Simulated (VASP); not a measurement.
ReP2, 3 atoms in the cell. Symmetry: P6/mmm, No. 191, hexagonal system. Conventional cell: a = 4.378 Å, b = 4.378 Å, c = 2.606 Å, α = 90.00°, β = 90.00°, γ = 120.00°. Re (site symmetry 6/mmm) has 6 P at 2.53 Å and 2 Re at 2.61 Å within 3.3 Å. Within 3.3 Å of P (site symmetry -6m2) lie 5 P at 2.53 to 2.61 Å and 3 Re at 2.53 Å. 

* Program: VASP 6.6.1
* Task: relaxation of cell and atoms
* Functional: PBE
* Potentials or basis: VASP PAW PBE potentials, release 64 (Re, P)
* Cutoff: 600 eV
* k mesh: 12 × 12 × 18
* Occupations: gaussian, width 0.1 eV
* Spin: no spin polarisation
* Dipole correction: no
* Further INCAR settings: ALGO = Normal; EDIFF = 1e-06; IBRION = 2; EDIFFG = -0.01; NSW = 100; ISIF = 3

Potentials or basis: VASP PAW PBE potentials, release 64 (Re, P).

Run with:

```sh
$ cat potpaw_PBE.64/Re/POTCAR potpaw_PBE.64/P/POTCAR > POTCAR
$ mpirun -np 1 vasp_std > vasp.out
```

Hardware: 1 thread of Intel(R) Xeon(R) Platinum 8259CL CPU @ 2.50GHz (Skylake/Cascade Lake) (shared host).

Q: Estimate the wall time of this run.

A: Wall time 4.6 min on 1 thread of Intel(R) Xeon(R) Platinum 8259CL CPU @ 2.50GHz (Skylake/Cascade Lake), on a shared host, peak memory 0.29 GiB. Counts: scf iterations 37, k points 190, ion steps 5.
